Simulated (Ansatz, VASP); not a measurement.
## One calculation of Si, two programs

The input POSCAR:

```
Si
1.0
   -2.6391948715      0.0000000000      0.0000000000
   -1.3195974358     -2.2856098043      0.0000000000
    0.0000000000      0.0000000000     13.3594726067
Si
6
Direct
    0.3333333333      0.3333333333      0.9372683525
    0.3333333333      0.3333333333      0.2556310350
    0.3333333333      0.3333333333      0.5964496938
    0.6666666667      0.6666666667      0.0852217056
    0.6666666667      0.6666666667      0.4260403644
    0.6666666667      0.6666666667      0.7668590231
```

The input INCAR.step1:

```
  PREC = Accurate
  ENCUT = 520
  ISMEAR = 0
  SIGMA = 0.15
  LREAL = F
  LASPH = T
  NELM = 100
  NBANDS = 21
  GGA = PE
  ALGO = Normal
  EDIFF = 1E-4
  LWAVE = T
  LCHARG = F
```

INCAR.step2

```
  PREC = Accurate
  ENCUT = 520
  EDIFF = 1E-6
  ISMEAR = 0
  SIGMA = 0.15
  LREAL = F
  LASPH = T
  NELM = 100
  ALGO = Normal
  ISIF = 2
  LWAVE = F
  LCHARG = T
  METAGGA = R2SCAN
  LMIXTAU = T
  LELF = T
  LVHAR = T
  NBANDS = 21
  ISTART = 1
```

File KPOINTS:

```
Automatic mesh
0
Gamma
  25 25 5
```

Input for Ansatz:

```yaml
crystal:
  lattice:
    - [-2.6391948715, 0.0, 0.0]
    - [-1.3195974358, -2.2856098043, 0.0]
    - [0.0, 0.0, 13.3594726067]
  atoms:
    - { symbol: Si, position: [0.3333333333, 0.3333333333, 0.9372683525] }
    - { symbol: Si, position: [0.3333333333, 0.3333333333, 0.255631035] }
    - { symbol: Si, position: [0.3333333333, 0.3333333333, 0.5964496938] }
    - { symbol: Si, position: [0.6666666667, 0.6666666667, 0.0852217056] }
    - { symbol: Si, position: [0.6666666667, 0.6666666667, 0.4260403644] }
    - { symbol: Si, position: [0.6666666667, 0.6666666667, 0.7668590231] }
basis:
  ecutwfc: 500
kpoints:
  mp_grid: { grid: [25, 25, 5] }
hamiltonian:
  xc: r2scan
scf:
  occupations: { method: gaussian, width: 0.15 }
output:
  forces: true
  stress: true
  eigenvalues: true
```

Alike in both runs: task single point; functional r2SCAN; k mesh 25 × 25 × 5; occupations gaussian, width 0.15 eV; no spin polarisation.

```csv
,VASP,Ansatz
version,VASP 6.6.1,Ansatz 0.2.0
potentials or method,"VASP PAW PBE potentials, release 64 (Si), cutoff 520 eV","scalar-relativistic, plane waves, PAW"
valence electrons in the cell,24,24
```

```csv
,VASP,Ansatz,Ansatz less VASP
gap on the k mesh at the Fermi level (eV),none,none,-
pressure (GPa),2.9,2.9,+0.05
"traceless stress, the component that is largest in VASP (GPa)",1.29,1.29,+0.004
rms of the force components (eV/Å),0.378,0.381,+0.0026
```

VASP's potentials were made for PBE, not for r2SCAN. Atom by atom the forces differ by 0.003 eV/Å (rms over components). A gap of «none» marks a metal or a gap that the smearing closes. The functional is the same, so the differences come from potentials, cutoffs and numerics.
